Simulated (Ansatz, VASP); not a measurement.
Ta in VASP and in Ansatz

```
Ta
1.0
     4.64181    0.00000    0.00000
     2.32091    4.01993    0.00000
     0.00000    0.00000   28.31758
Ta
14
Cartesian
  4.6418 2.6800 8.0000
  0.0000 0.0000 8.9475
  2.3209 1.3400 9.8950
  4.6418 2.6800 10.8425
  0.0000 0.0000 11.7900
  2.3209 1.3400 12.7375
  4.6418 2.6800 13.6850
  0.0000 0.0000 14.6325
  2.3209 1.3400 15.5800
  4.6418 2.6800 16.5276
  0.0000 0.0000 17.4751
  2.3209 1.3400 18.4226
  4.6418 2.6800 19.3701
  0.0000 0.0000 20.3176
```

Alike in both runs: task single point; functional PBEsol; k mesh 8 × 8 × 1; no spin polarisation.

|  | VASP | Ansatz |
| --- | --- | --- |
| version | VASP 6.6.1 | Ansatz 0.2.0 |
| potentials or method | VASP PAW PBE potentials, release 64 (Ta_pv) | plane-wave PAW, scalar-relativistic |
| plane-wave cutoff (eV) | 520 | 420 |
| occupations | methfessel-paxton of order 1, width 0.1 eV | cold, width 0.1 eV |
| valence electrons in the cell | 154 | 182 |

```csv
,VASP,Ansatz,Ansatz less VASP
rms of the force components (eV/Å),0.585,0.585,+0.0001
"work function, face that differs most (eV)",3.46,3.48,+0.015
```

VASP's potentials were made for PBE, not for PBEsol, and Ansatz warns of the same on its side. Atom by atom the forces differ by 0.007 eV/Å (rms over components). VASP's potentials hold 154 valence electrons a cell and Ansatz's 182, so a difference there can come from the potentials and not from the codes. Ansatz's warnings: vacuum below fermi.

Neither program's run includes spin-orbit coupling.
